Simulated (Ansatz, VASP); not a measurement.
# Ru: VASP beside Ansatz

File INCAR:

```
PREC = Accurate
ENCUT = 600
EDIFF = 1E-7
ISMEAR = -1
SIGMA = 0.05
LREAL = F
LASPH = T
NELM = 60
ALGO = Normal
ISIF = 3
LWAVE = F
LCHARG = F
GGA = PS
IBRION = 2
NSW = 80
EDIFFG = -0.01
```

File KPOINTS:

```
Automatic mesh
0
Gamma
  16 16 9
```

Contents of POSCAR:

```
Ru
1.0
    2.7038900000      0.0000000000      0.0000000000
   -1.3519450000      2.3416374290      0.0000000000
    0.0000000000      0.0000000000      4.2816800000
Ru
2
Direct
    0.3333333333      0.6666666667      0.2500000000
    0.6666666667      0.3333333333      0.7500000000
```

Input for Ansatz:

```yaml
crystal:
  lattice:
    - [2.70389, 0.0, 0.0]
    - [-1.351945, 2.341637429, 0.0]
    - [0.0, 0.0, 4.28168]
  atoms:
    - { symbol: Ru, position: [0.3333333333, 0.6666666667, 0.25] }
    - { symbol: Ru, position: [0.6666666667, 0.3333333333, 0.75] }
basis:
  ecutwfc: 420
  xc_grid: 2
hamiltonian:
  xc: pbesol
  pseudopotentials: { kind: paw, azcp: { folder: soft_1 } }
kpoints:
  mp_grid: { grid: [16, 16, 9] }
scf:
  occupations: { method: fermi_dirac, width: 0.05 }
  max_iter: 150
output:
  forces: true
  stress: true
relax:
  f_tol: 0.01
  max_steps: 60
  cell: {}
checkpoint:
  write: "../pbesol.run"
  compress: false
  write_wavefunctions: false
  write_every: 100000
```

Alike in both runs: task relaxation of cell and atoms; functional PBEsol; k mesh 16 × 16 × 9; occupations fermi-dirac, width 0.05 eV; no spin polarisation.

|  | VASP | Ansatz |
| --- | --- | --- |
| version | VASP 6.6.1 | Ansatz 0.2.0 |
| potentials or method | VASP PAW PBE potentials, release 64 (Ru_pv), cutoff 600 eV | plane-wave PAW DFT |
| valence electrons in the cell | 28 | 32 |

```csv
,VASP,Ansatz,Ansatz less VASP
relaxed volume (Å³/atom),13.32,13.32,+0.005
relaxed cell length with the largest relative difference (Å),2.692,2.692,+0.0003
```

VASP's potentials were made for PBE, not for PBEsol, and Ansatz warns of the same on its side. VASP's potentials hold 28 valence electrons a cell and Ansatz's 32, so a difference there can come from the potentials and not from the codes.
